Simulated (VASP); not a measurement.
## YS2: single point with PBE

Crystal: YS2.

```
Y S
1.0
     0.00000    3.86181    3.86181
     3.86181    0.00000    3.86181
     3.86181    3.86181    0.00000
Y S
2 4
Direct
  0.00000 0.00000 0.00000
  0.25000 0.25000 0.25000
  0.62500 0.62500 0.62500
  0.12500 0.62500 0.62500
  0.62500 0.12500 0.62500
  0.62500 0.62500 0.12500
```

```
Program             : VASP 6.6.1
Task                : single point
Functional          : PBE
Potentials or basis : VASP PAW PBE potentials, release 64 (Y_sv, S)
Cutoff              : 520 eV
k mesh              : 4 × 4 × 4
Occupations         : fermi-dirac, width 0.1 eV
Spin                : no spin polarisation
```

| Quantity | Value |
| --- | --- |
| Pressure | 2.2 GPa |
| Band gap on the k mesh | zero (band 23 reaches 7.48 eV, above the bottom of band 24 at 6.80 eV) |

Levels at points of the mesh, in eV from the Fermi level:
| k point | band 21 | band 22 | band 23 | band 24 | band 25 | band 26 |
| --- | --- | --- | --- | --- | --- | --- |
| (0.00, 0.00, 0.00) | 0.20 | 0.20 | 0.44 | 0.44 | 0.44 | 1.62 |
| (0.50, 0.00, 0.00) | -2.85 | -0.96 | 0.29 | 0.90 | 0.90 | 1.32 |
| (0.50, 0.50, 0.00) | -3.20 | -3.20 | -0.02 | -0.02 | 1.09 | 1.09 |

Wall time 70 s on 1 thread of AMD EPYC 7R13 Processor (Zen 3) (shared host), peak memory 0.23 GiB.
